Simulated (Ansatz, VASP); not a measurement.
# Two plane-wave programs on TaN

```xyz
2
Lattice="0.0000 2.2404 2.2404 2.2404 0.0000 2.2404 2.2404 2.2404 0.0000" Properties=species:S:1:pos:R:3 pbc="T T T"
Ta    2.2404    2.2404    2.2404
N     0.0000    0.0000    0.0000
```

Alike in both runs: task single point; functional BLYP; dispersion D3(BJ); k mesh 10 × 10 × 10; occupations fermi-dirac, width 0.05 eV; no spin polarisation.

```csv
,VASP,Ansatz
version,VASP 6.6.1,Ansatz 0.2.0
potentials or method,"VASP PAW PBE potentials, release 64 (Ta_sv_GW, N)",Ansatz PAW
plane-wave cutoff (eV),700,420
valence electrons in the cell,18,18
```

VASP gave:

| Quantity | Value |
| --- | --- |
| gap on the k mesh at the Fermi level (eV) | none |
| pressure (GPa) | -17.3 |

Q: Which values does Ansatz return?

A: gap on the k mesh at the Fermi level (eV): none; pressure (GPa): -17.8.

VASP's potentials were made for PBE, not for BLYP. A gap of «none» marks a metal or a gap that the smearing closes.

Spin-orbit coupling is off throughout.
